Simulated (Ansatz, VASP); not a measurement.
## Two plane-wave programs on CoSi

Contents of INCAR:

```
SYSTEM = CoSi
PREC = Accurate
ENCUT = 520
EDIFF = 1E-7
ISMEAR = 0
SIGMA = 0.1
LREAL = .False.
LASPH = .True.
NELM = 150
ALGO = Normal
ISIF = 2
LWAVE = .False.
LCHARG = .False.
ISPIN = 2
MAGMOM = 3.5 0
LORBIT = 11
LMAXMIX = 4
GGA = PE
NBANDS = 18
```

File KPOINTS:

```
regular mesh
0
Gamma
  16 16 14
  0 0 0
```

POSCAR

```
CoSi
1.0
    2.6168231338      0.0000000000      0.0000000000
    0.0000000000      2.6168231338      0.0000000000
    0.0000000000      0.0000000000      3.1358237220
Co Si
1 1
Direct
    0.0000000000      0.0000000000      0.0000000000
    0.5000000000      0.5000000000      0.5000000000
```

Input for Ansatz:

```yaml
crystal:
  lattice:
    - [2.6168231338, 0.0, 0.0]
    - [0.0, 2.6168231338, 0.0]
    - [0.0, 0.0, 3.135823722]
  atoms:
    - { symbol: Co, position: [0.0, 0.0, 0.0], spin: 3.5 }
    - { symbol: Si, position: [0.5, 0.5, 0.5] }
basis:
  ecutwfc: 420
kpoints:
  mp_grid: { grid: [16, 16, 14] }
hamiltonian:
  xc: pbe
scf:
  occupations: { method: gaussian, width: 0.1 }
  lower_state_search: "off"
output:
  forces: true
  stress: true
  eigenvalues: true
  populations: true
magnetization:
  spin_polarized: true
```

Alike in both runs: task single point; functional PBE; k mesh 16 × 16 × 14; occupations gaussian, width 0.1 eV; collinear spin.

```csv
,VASP,Ansatz
version,VASP 6.6.1,Ansatz 0.2.0
potentials or method,"VASP PAW PBE potentials, release 64 (Co, Si), cutoff 520 eV","scalar-relativistic, plane waves, PAW"
valence electrons in the cell,13,21
```

|  | VASP | Ansatz | Ansatz less VASP |
| --- | --- | --- | --- |
| gap on the k mesh at the Fermi level (eV) | none | none | - |
| pressure (GPa) | 0.1 | 0.2 | +0.11 |
| traceless stress, the component that is largest in VASP (GPa) | -1.21 | -1.09 | +0.122 |
| net moment per atom (μB) | 0.12 | 0.12 | -0.002 |
| size of the moment on the site where the two differ most (μB) | 0.25 | 0.25 | +0.002 |

Site moments also hang on the region over which each program counts them. A gap of «none» marks a metal or a gap that the smearing closes. With one functional, cell and mesh, what is left measures potentials, basis and numerics. VASP's potentials hold 13 valence electrons a cell and Ansatz's 21, so a difference there can come from the potentials and not from the codes. Ansatz's warnings: seeded moment not kept.
